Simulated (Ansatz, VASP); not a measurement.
## One calculation of Sc, two programs

Contents of INCAR:

```
SYSTEM = Sc
PREC = Accurate ; ENCUT = 500
EDIFF = 1E-6 ; ISMEAR = -1
SIGMA = 0.3 ; LREAL = .FALSE.
LASPH = .TRUE. ; NELM = 120
ALGO = Normal ; ISIF = 2
LWAVE = .FALSE. ; LCHARG = .FALSE.
NBANDS = 18 ; GGA_COMPAT = .FALSE.
```

File KPOINTS:

```
Automatic mesh
0
G
  11 11 6
  0 0 0
```

File POSCAR:

```
Sc
1.0
    3.2269060027      0.0000000000      0.0000000000
   -1.6134530014      2.7945825740      0.0000000000
    0.0000000000      0.0000000000      5.0094253455
Sc
2
Direct
    0.3333333333      0.6666666667      0.2500000000
    0.6666666667      0.3333333333      0.7500000000
```

Input for Ansatz:

```yaml
crystal:
  lattice:
    - [3.2269060027, 0.0, 0.0]
    - [-1.6134530014, 2.794582574, 0.0]
    - [0.0, 0.0, 5.0094253455]
  atoms:
    - { symbol: Sc, position: [0.3333333333, 0.6666666667, 0.25] }
    - { symbol: Sc, position: [0.6666666667, 0.3333333333, 0.75] }
hamiltonian:
  xc: lda
  pseudopotentials:
    kind: paw
    azcp:
      Sc: "pseudopotentials/Sc.paw.azcp"
basis:
  ecutwfc: 420
  fft_grid_basis: typed
kpoints:
  mp_grid: { grid: [11, 11, 6], shift: [0, 0, 0] }
magnetization:
  spin_polarized: false
scf:
  occupations: { method: fermi_dirac, width: 0.3 }
  lower_state_search: "off"
output:
  stress: true
  write_density: true
  write_potential: true
  elf: true
  volumetric_format: npy
```

Alike in both runs: task single point; functional LDA; k mesh 11 × 11 × 6; occupations fermi-dirac, width 0.3 eV; no spin polarisation.

|  | VASP | Ansatz |
| --- | --- | --- |
| version | VASP 6.6.1 | Ansatz 0.2.0 |
| potentials or method | VASP PAW LDA potentials, release 64 (Sc_sv), cutoff 500 eV | plane waves (420 eV) with PAW, scalar-relativistic |
| valence electrons in the cell | 22 | 22 |

|  | VASP | Ansatz | Ansatz less VASP |
| --- | --- | --- | --- |
| pressure (GPa) | 1.2 | 1.1 | -0.08 |
| traceless stress, the component that is largest in VASP (GPa) | 0.92 | 0.92 | -0.003 |

Ansatz warns that its potentials were made for another functional, while VASP's fit it. LDA's correlation is that of Perdew and Zunger in VASP and of Perdew and Wang (1992) in Ansatz.
